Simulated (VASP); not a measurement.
Write the native input for VASP 6.6.1 that does the following.

```
Task                   : single point
Functional             : PBEsol
Potentials or basis    : VASP PAW PBE potentials, release 64 (Cd, Te)
Cutoff                 : 520 eV
k mesh                 : 6 × 6 × 6
Occupations            : gaussian, width 0.01 eV
Spin                   : no spin polarisation
Dipole correction      : no
Further INCAR settings : ALGO = Normal; EDIFF = 1e-06; NBANDS = 16
```

The structure of CdTe lies in POSCAR:

```
CdTe
1.0
    3.3095987339      3.3095987339      0.0000000000
   -3.3095987339      3.3095987339      0.0000000000
    0.0000000000      3.3095987339      3.1563388381
Cd Te
1 1
Direct
    0.0000000000      0.0000000000      0.0000000000
    0.7500000000      0.2500000000      0.5000000000
```

This cell differs from its parent crystal: in-plane strain +0.02, then relaxed in part.

One way to write it, as run:

INCAR

```
SYSTEM = CdTe
ALGO = Normal
EDIFF = 1E-6
ENCUT = 520
GGA = PS
ISIF = 2
ISMEAR = 0
LASPH = .True.
LCHARG = .False.
LREAL = .False.
LWAVE = .False.
NBANDS = 16
NELM = 60
PREC = Accurate
SIGMA = 0.01
```

KPOINTS

```
k-points
0
Gamma
  6 6 6
  0 0 0
```

Potentials or basis: VASP PAW PBE potentials, release 64 (Cd, Te).

Command:

```console
$ cat potpaw_PBE.64/Cd/POTCAR potpaw_PBE.64/Te/POTCAR > POTCAR
$ mpirun -np 1 vasp_std > vasp.out
```

It gave:

```json
{
  "Pressure": "-0.4 GPa",
  "Band gap on the k mesh": "0.51 eV, direct"
}
```

Caveat: the cell differs from its parent crystal (in-plane strain +0.02, then relaxed in part); the PAW data sets were made with another functional, which shifts forces and pressure a little; spin-orbit coupling is left out, which moves the levels of the heavy elements.

It took 31 s on 1 thread of AMD EPYC 7R13 Processor (Zen 3), with other jobs on the host, peak memory 0.19 GiB.
